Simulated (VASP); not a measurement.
# W (Im-3m) in VASP: single point with r2SCAN

Aim: the single point of W with r2SCAN.

Everything below comes from runs of VASP 6.6.1. Logs are shortened: lines on timing, memory, paths and dates and some standing lists are left out, and cuts for length are marked.

## 1. The cell of the first run

The structure is cubic, space group Im-3m (No. 229). Conventional cell: a = 3.169 Å, b = 3.169 Å, c = 3.169 Å, α = 90.00°, β = 90.00°, γ = 90.00°. W (site symmetry m-3m) has 14 W at 2.74 to 3.17 Å within 3.6 Å.

## 2. Single point, r2SCAN

Contents of POSCAR:

```
W
1.0
   -1.5845500422      1.5845500422      1.5845500422
    1.5845500422     -1.5845500422      1.5845500422
    1.5845500422      1.5845500422     -1.5845500422
W
1
Direct
    0.0000000000      0.0000000000      0.0000000000
```

Contents of INCAR.step1:

```
SYSTEM = W
PREC = Accurate ; ENCUT = 520
ISMEAR = -1 ; SIGMA = 0.05
LREAL = .FALSE. ; LASPH = .TRUE.
NELM = 80 ; NBANDS = 13
GGA = PE ; ALGO = Normal
EDIFF = 1E-4 ; LWAVE = .TRUE.
LCHARG = .FALSE.
```

Contents of INCAR.step2:

```
SYSTEM = W
PREC = Accurate ; ENCUT = 520
EDIFF = 1E-6 ; ISMEAR = -1
SIGMA = 0.05 ; LREAL = .FALSE.
LASPH = .TRUE. ; NELM = 80
ALGO = Normal ; ISIF = 2
LWAVE = .FALSE. ; LCHARG = .TRUE.
METAGGA = R2SCAN ; LMIXTAU = .TRUE.
LELF = .TRUE. ; LVHAR = .TRUE.
NBANDS = 13 ; ISTART = 1
```

Contents of KPOINTS:

```
Automatic mesh
0
G
  22 22 22
  0 0 0
```

Potentials or basis: VASP PAW PBE potentials, release 64 (W_sv).

On the command line:

```console
cat potpaw_PBE.64/W_sv/POTCAR > POTCAR
cp INCAR.step1 INCAR
mpirun -np 1 vasp_std > vasp.out
cp INCAR.step2 INCAR
mpirun -np 1 vasp_std > vasp.out
```

OUTCAR:

```text
SYSTEM = W
   PREC = Accurate
   ENCUT = 520
   EDIFF = 1E-6
   ISMEAR = -1
   LREAL = .FALSE.
   LASPH = .TRUE.
   NELM = 80
   ISIF = 2
   METAGGA = R2SCAN
   ISTART = 1

 ion  position               nearest neighbor table
   1  0.000  0.000  0.000-

  LATTYP: Found a body centered cubic cell.
 ALAT       =     3.1691000844

  Lattice vectors:

 A1 = (  -1.5845500422,   1.5845500422,   1.5845500422)
 A2 = (   1.5845500422,  -1.5845500422,   1.5845500422)
 A3 = (   1.5845500422,   1.5845500422,  -1.5845500422)

Analysis of symmetry for initial positions (statically):
=====================================================================
 Subroutine PRICEL returns:
 Original cell was already a primitive cell.

 Routine SETGRP: Setting up the symmetry group for a
 body centered cubic supercell.

 Subroutine GETGRP returns: Found 48 space group operations
 (whereof 48 operations were pure point group operations)
 out of a pool of 48 trial point group operations.

The static configuration has the point symmetry O_h .

Analysis of symmetry for dynamics (positions and initial velocities):
=====================================================================
 Subroutine PRICEL returns:
 Original cell was already a primitive cell.

 Routine SETGRP: Setting up the symmetry group for a
 body centered cubic supercell.

 Subroutine GETGRP returns: Found 48 space group operations
 (whereof 48 operations were pure point group operations)
 out of a pool of 48 trial point group operations.

The dynamic configuration has the point symmetry O_h .

 Subroutine INISYM returns: Found 48 space group operations
 (whereof 48 operations are pure point group operations),
 and found     1 'primitive' translations

----------------------------------------------------------------------------------------

                                     Primitive cell

  volume of cell :      15.9139

  direct lattice vectors                    reciprocal lattice vectors
    -1.584550042  1.584550042  1.584550042     0.000000000  0.315546992  0.315546992
     1.584550042 -1.584550042  1.584550042     0.315546992  0.000000000  0.315546992
     1.584550042  1.584550042 -1.584550042     0.315546992  0.315546992  0.000000000

  length of vectors
     2.744521180  2.744521180  2.744521180     0.446250836  0.446250836  0.446250836

  position of ions in fractional coordinates (direct lattice)
     0.000000000  0.000000000  0.000000000

  ion indices of the primitive-cell ions
   primitive index   ion index
                 1           1

----------------------------------------------------------------------------------------

 KPOINTS: Automatic mesh

Automatic generation of k-mesh.
 Grid dimensions read from file:
 generate k-points for:   22   22   22

 Generating k-lattice:

  Cartesian coordinates                     Fractional coordinates (reciprocal lattice)
     0.000000000  0.014343045  0.014343045     0.045454545  0.000000000  0.000000000
     0.014343045  0.000000000  0.014343045     0.000000000  0.045454545  0.000000000
     0.014343045  0.014343045  0.000000000     0.000000000  0.000000000  0.045454545

  Length of vectors
     0.020284129  0.020284129  0.020284129

  Shift w.r.t. Gamma in fractional coordinates (k-lattice)
     0.000000000  0.000000000  0.000000000

 Subroutine IBZKPT returns following result:
 ===========================================

 Found    328 irreducible k-points:

 Following reciprocal coordinates:
            Coordinates               Weight
  0.000000  0.000000  0.000000      1.000000
  0.045455  0.000000  0.000000     12.000000
  0.090909  0.000000  0.000000     12.000000
  0.136364  0.000000  0.000000     12.000000
  0.181818  0.000000  0.000000     12.000000
  0.227273  0.000000  0.000000     12.000000
[... 16 lines left out ...]
  0.090909  0.090909  0.000000     24.000000
  0.136364  0.090909  0.000000     48.000000
 [... further k-points ...]
   k-points           NKPTS =    328   k-points in BZ     NKDIM =    328   number of bands    NBANDS=     13
   number of dos      NEDOS =    301   number of ions     NIONS =      1
   total plane-waves  NPLWV =   8000
   dimension x,y,z NGX =    20 NGY =   20 NGZ =   20
   dimension x,y,z NGXF=    40 NGYF=   40 NGZF=   40
   ions per type =               1
   NGX,Y,Z   is equivalent  to a cutoff of  12.11, 12.11, 12.11 a.u.
   NGXF,Y,Z  is equivalent  to a cutoff of  24.23, 24.23, 24.23 a.u.
 SYSTEM =  W
   PREC   = accura    normal or accurate (medium, high low for compatibility)
   ISTART =      1    job   : 0-new  1-cont  2-samecut
   ICHARG =      0    charge: 1-file 2-atom 10-const
   ISPIN  =      1    spin polarized calculation?
   LNONCOLLINEAR =      F non collinear calculations
   LSORBIT =      F    spin-orbit coupling
   LASPH  =      T    aspherical Exc in radial PAW
   ENCUT  =  520.0 eV  38.22 Ry    6.18 a.u.   5.10  5.10  5.10*2*pi/ulx,y,z
   NELM   =     80;   NELMIN=  2; NELMDL=  0     # of ELM steps
   EDIFF  = 0.1E-05   stopping-criterion for ELM
   LREAL  =      F    real-space projection
   EDIFFG = 0.1E-04   stopping-criterion for IOM
   NSW    =      0    number of steps for IOM
   IBRION =     -1    ionic relax: 0-MD 1-quasi-New 2-CG
   NFREE  =      0    steps in history (QN), initial steepest desc. (CG)
   ISIF   =      2    stress and relaxation
   ISYM   =      2    0-nonsym 1-usesym 2-fastsym
   POTIM  = 0.5000    time-step for ionic-motion
   TEBEG  =    0.0;   TEEND  =   0.0 temperature during run
   PSTRESS=    0.0 pullay stress
   NELECT =      14.0000    total number of electrons
   NUPDOWN=      -1.0000    fix difference up-down
   EMIN   =  10.00;   EMAX   =-10.00  energy-range for DOS
   EFERMI =   0.00;   METHOD = LEGACY
   ISMEAR =    -1;   SIGMA  =   0.05  broadening in eV -4-tet -1-fermi 0-gaus
   EFERMI_NEDOS =   21; number of points for ismear=-14 and -15
   IALGO  =     38    algorithm
   IMIX   =      4    mixing-type and parameters
     AMIX     =   0.40;   BMIX     =  1.00
     AMIX_MAG =   1.60;   BMIX_MAG =  1.00
  volume/ion in A,a.u.               =      15.91       107.39
  Fermi-wavevector in a.u.,A,eV,Ry     =   1.568646  2.964311 33.479170  2.460650
  Thomas-Fermi vector in A             =   2.670646
   LORBIT       =      0    0 simple, 1 ext, 2 COOP (PROOUT), +10 PAW based schemes
   METAGGA = R2SCAN    functional components
   LHFCALC =     F    Hartree Fock is set to
   AEXX    =    0.0000 exact exchange contribution
   IVDW    =     0    specifies the selected vdW correction
   LEPSILON=     F    determine dielectric tensor
   LRPA    =     F    only Hartree local field effects (RPA)
 non-spin polarized calculation
  energy-cutoff  :      520.00
  volume of cell :       15.91
 maximum number of plane-waves:       444
   NGX = 11   NGY = 11   NGZ = 11

 number of electron      14.0000003 magnetization

 Free energy of the ion-electron system (eV)
  ---------------------------------------------------
  ext. energy  EPLUGINS =         0.00000000
  ---------------------------------------------------
  free energy    TOTEN  =       -51.35257225 eV

  energy without entropy =      -51.34910558  energy(sigma->0) =      -51.35083892

 E-fermi :  11.2128     XC(G=0): -14.9348

 val. band max:       11.2025720813   @ k =  -0.1364   0.1818   0.0455
 cond. band min:      11.2158033544   @ k =   0.0909   0.0455   0.0455
 fundamental gap:      0.0132312731
 Fermi energy:        11.2128356030

 k-point     1 :       0.0000    0.0000    0.0000
  band No.  band energies     occupation
      1     -64.8901      2.00000
      2     -27.7553      2.00000
      3     -27.7553      2.00000
      4     -27.7553      2.00000
      5       1.1263      2.00000
      6       9.9559      2.00000
      7       9.9559      2.00000
      8       9.9559      2.00000
      9      13.7862      0.00000
     10      13.7862      0.00000
     11      26.4833      0.00000
     12      26.4833      0.00000
     13      26.4833      0.00000

 k-point     2 :       0.0455    0.0000    0.0000
  band No.  band energies     occupation
      1     -64.8871      2.00000
      2     -27.7851      2.00000
      3     -27.7646      2.00000
      4     -27.7555      2.00000
      5       1.2309      2.00000
      6       9.8911      2.00000
      7       9.9415      2.00000
      8      10.0560      2.00000
      9      13.6781      0.00000
     10      13.7856      0.00000
     11      26.5735      0.00000
     12      26.6615      0.00000
     13      26.7396      0.00000

 k-point     3 :       0.0909    0.0000    0.0000
  band No.  band energies     occupation
      1     -64.8784      2.00000
      2     -27.8715      2.00000
      3     -27.7913      2.00000
      4     -27.7559      2.00000
      5       1.5371      2.00000
      6       9.7072      2.00000
      7       9.8855      2.00000
      8      10.3543      2.00000
      9      13.4172      0.00000
     10      13.7875      0.00000
     11      26.8148      0.00000
     12      27.1849      0.00000
     13      27.4276      0.00000
[... 305 lines left out ...]
 k-point    23 :       0.0909    0.0909    0.0000
  band No.  band energies     occupation
      1     -64.8568      2.00000
      2     -28.0803      2.00000
      3     -27.8312      2.00000
      4     -27.7837      2.00000
      5       2.3019      2.00000
      6       9.3883      2.00000
      7       9.5214      2.00000
      8      11.2005      1.12312
      9      12.9274      0.00000
     10      13.9215      0.00000
     11      27.3957      0.00000
     12      28.2989      0.00000
     13      28.6868      0.00000

 k-point    24 :       0.1364    0.0909    0.0000
  band No.  band energies     occupation
      1     -64.8398      2.00000
      2     -28.2349      2.00000
      3     -27.8813      2.00000
      4     -27.7924      2.00000
      5       2.9067      2.00000
      6       9.0930      2.00000
      7       9.2876      2.00000
      8      11.9019      0.00000
      9      12.7500      0.00000
     10      14.0407      0.00000
     11      27.7026      0.00000
     12      28.6517      0.00000
     13      29.4051      0.00000

 [... further k-points ...]

------------------------ aborting loop because EDIFF is reached ----------------------------------------

  FORCE on cell =-STRESS in cart. coord.  units (eV):
  Direction    XX          YY          ZZ          XY          YZ          ZX
  --------------------------------------------------------------------------------------
  -------------------------------------------------------------------------------------
  Total        0.1180916      0.1180916      0.1180916      0.0000000      0.0000000     -0.0000000
  in kB       11.8891777     11.8891777     11.8891777      0.0000000      0.0000000     -0.0000000
  external PRESSURE =      11.8891777 kB  Pullay stress =       0.0000000 kB

 VOLUME and BASIS-vectors are now :
 -----------------------------------------------------------------------------
  energy-cutoff  :      520.00
  volume of cell :       15.91
      direct lattice vectors                 reciprocal lattice vectors
    -1.584550042  1.584550042  1.584550042     0.000000000  0.315546992  0.315546992
     1.584550042 -1.584550042  1.584550042     0.315546992  0.000000000  0.315546992
     1.584550042  1.584550042 -1.584550042     0.315546992  0.315546992  0.000000000

 POSITION                                       TOTAL-FORCE (eV/Angst)
 -----------------------------------------------------------------------------------
      0.00000      0.00000      0.00000        -0.000000      0.000000     -0.000000
 -----------------------------------------------------------------------------------
    total drift:                                0.000000     -0.000000      0.000000

  FREE ENERGIE OF THE ION-ELECTRON SYSTEM (eV)
  ---------------------------------------------------
  free  energy   TOTEN  =       -51.3525722516 eV

  energy  without entropy=      -51.3491055785  energy(sigma->0) =      -51.35083892
```

Wall time 2.7 min (1 thread of Intel Xeon Platinum 8259CL at 2.50GHz (Skylake/Cascade Lake), shared host); peak memory 0.18 GiB.

Results:

```
Free energy            : -51.3526 eV
Pressure               : 1.2 GPa
Band gap on the k mesh : zero (bands 7 and 8 overlap by 6.58 eV)
```

Caveat: the PAW data sets were made with another functional, which shifts forces and pressure a little; spin-orbit coupling is left out, which moves the levels of the heavy elements.
